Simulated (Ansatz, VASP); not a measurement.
## InSe: VASP beside Ansatz

```
CELL_PARAMETERS angstrom
4.30842 0.00000 0.00000
-2.15421 3.73120 0.00000
0.00000 0.00000 36.72119
ATOMIC_POSITIONS crystal
Se 0.00000 0.00000 0.43073
Se 0.00000 0.00000 0.56924
In 0.66667 0.33333 0.46165
In 0.66667 0.33333 0.53832
```

Change from the starting cell: biaxial strain +0.070, atoms relaxed.

Alike in both runs: functional PBE; dispersion D3(BJ); k mesh 12 × 12 × 1; occupations gaussian, width 0.02 eV; no spin polarisation.

Ansatz relaxed the structure, and its values are those at the end. VASP's run is a single point on that final structure, the one shown.

```csv
,VASP,Ansatz
version,VASP 6.6.1,Ansatz 0.2.0
potentials or method,"VASP PAW PBE potentials, release 64 (Se, In_d), cutoff 520 eV","scalar-relativistic, plane waves, PAW"
valence electrons in the cell,38,58
```

VASP gave:

```
gap on the k mesh at the Fermi level (eV) : 0.53
least direct gap on the mesh (eV)         : 0.70
rms of the force components (eV/Å)        : 0.006
```

Task: Estimate Ansatz's values.

Result: gap on the k mesh at the Fermi level (eV): 0.55; least direct gap on the mesh (eV): 0.71; rms of the force components (eV/Å): 0.001.

VASP's potentials hold 38 valence electrons a cell and Ansatz's 58, so a difference there can come from the potentials and not from the codes. Ansatz's warnings: stress scf threshold loose, structure snapped to symmetry, xc potential rough in thin density.
